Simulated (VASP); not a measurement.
Write the native input for VASP 6.6.1 that does the following.

```yaml
Task: electric field gradients
Functional: PBE
Potentials_or_basis: VASP PAW PBE potentials, release 64 (Ga_d)
Cutoff: 520 eV
k_mesh: 14 × 14 × 11
Occupations: fermi-dirac, width 0.03 eV
Spin: no spin polarisation
Dipole_correction: no
Further_INCAR_settings: ALGO = Normal; EDIFF = 1e-08; NBANDS = 20
```

The structure of Ga lies in POSCAR:

```
Ga
1.0
    1.4056761615     -4.0925199307      0.0000000000
    1.4056761615      4.0925199307      0.0000000000
   -0.1193757521      0.0000000000      3.3845287204
Ga
2
Direct
    0.8690000000      0.1310000000      0.2500000000
    0.1310000000      0.8690000000      0.7500000000
```

The input as run:

INCAR

```
ALGO = Normal ; EDIFF = 1E-8
ENCUT = 520 ; GGA = PE
ISIF = 2 ; ISMEAR = -1
LASPH = True ; LCHARG = False
LEFG = True ; LREAL = False
LWAVE = False ; NBANDS = 20
NELM = 60 ; PREC = Accurate
SIGMA = 0.03
```

KPOINTS

```
k-points
0
Gamma
  14 14 11
```

Potentials or basis: VASP PAW PBE potentials, release 64 (Ga_d).

Run with:

```console
$ cat potpaw_PBE.64/Ga_d/POTCAR > POTCAR
$ mpirun -np 1 vasp_std > vasp.out
```

It gave:

The pressure is -0.6 GPa. The largest force is 0.164 eV/Å, the band gap on the k mesh is zero (bands 13 and 14 overlap by 7.67 eV) and the largest electric field gradient by atom is Ga +23.2 V/Å².

Caveat: without QUAD_EFG the Cq values of the log hold for a quadrupole moment of 1 mb, not for the nuclei.

It took 5.5 min on 1 thread of AMD EPYC 7R13 Processor (Zen 3) (shared host), peak memory 0.43 GiB.
